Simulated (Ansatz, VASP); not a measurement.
C in VASP and in Ansatz

```
C
1.0
     1.23328   -2.13604    0.00000
     1.23328    2.13604    0.00000
     0.00000    0.00000    8.70703
C
4
Direct
  0.12331 0.87669 0.78954
  0.54335 0.45665 0.21046
  0.87669 0.12331 0.21046
  0.45665 0.54335 0.78954
```

Change from the starting cell: mode 1 frozen in at -0.171 Å and mode 6 at +0.342 Å (largest displacements).

Alike in both runs: task single point; functional PBE; k mesh 18 × 18 × 6; occupations gaussian, width 0.15 eV; no spin polarisation.

|  | VASP | Ansatz |
| --- | --- | --- |
| version | VASP 6.6.1 | Ansatz 0.2.0 |
| potentials or method | VASP PAW PBE potentials, release 64 (C), cutoff 520 eV | scalar-relativistic, plane waves, PAW |
| valence electrons in the cell | 16 | 16 |

```tsv
	VASP	Ansatz	Ansatz less VASP
gap on the k mesh at the Fermi level (eV)	0.09	0.09	0.000
least direct gap on the mesh (eV)	0.09	0.09	0.000
pressure (GPa)	0.5	0.1	-0.34
traceless stress, the component that is largest in VASP (GPa)	-0.08	0.34	+0.414
rms of the force components (eV/Å)	0.012	0.012	-0.0001
```

Atom by atom the forces differ by 0.000 eV/Å (rms over components). The functional is the same, so the differences come from potentials, cutoffs and numerics.
